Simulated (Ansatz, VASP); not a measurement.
# Si4Mo3 in VASP and in Ansatz

```xyz
7
Lattice="3.2168 0.0000 0.0000 0.0000 3.2168 0.0000 0.0000 0.0000 22.8730" Properties=species:S:1:pos:R:3 pbc="T T T"
Mo    1.6084    1.6084    7.5000
Mo    0.0000    0.0000   11.4365
Mo    1.6084    1.6084   15.3730
Si    0.0000    0.0000    8.7983
Si    1.6084    1.6084   10.1382
Si    1.6084    1.6084   12.7348
Si    0.0000    0.0000   14.0748
```

Alike in both runs: task single point; functional PBE; k mesh 11 × 11 × 1; occupations gaussian, width 0.1 eV; no spin polarisation.

|  | VASP | Ansatz |
| --- | --- | --- |
| version | VASP 6.6.1 | Ansatz 0.2.0 |
| potentials or method | VASP PAW PBE potentials, release 64 (Mo_sv, Si), cutoff 520 eV | scalar-relativistic, plane waves, PAW |
| valence electrons in the cell | 58 | 58 |

|  | VASP | Ansatz | Ansatz less VASP |
| --- | --- | --- | --- |
| gap on the k mesh at the Fermi level (eV) | none | none | - |
| rms of the force components (eV/Å) | 0.662 | 0.664 | +0.0021 |

A gap of «none» marks a metal or a gap that the smearing closes. Ansatz's warnings: xc potential rough in thin density.
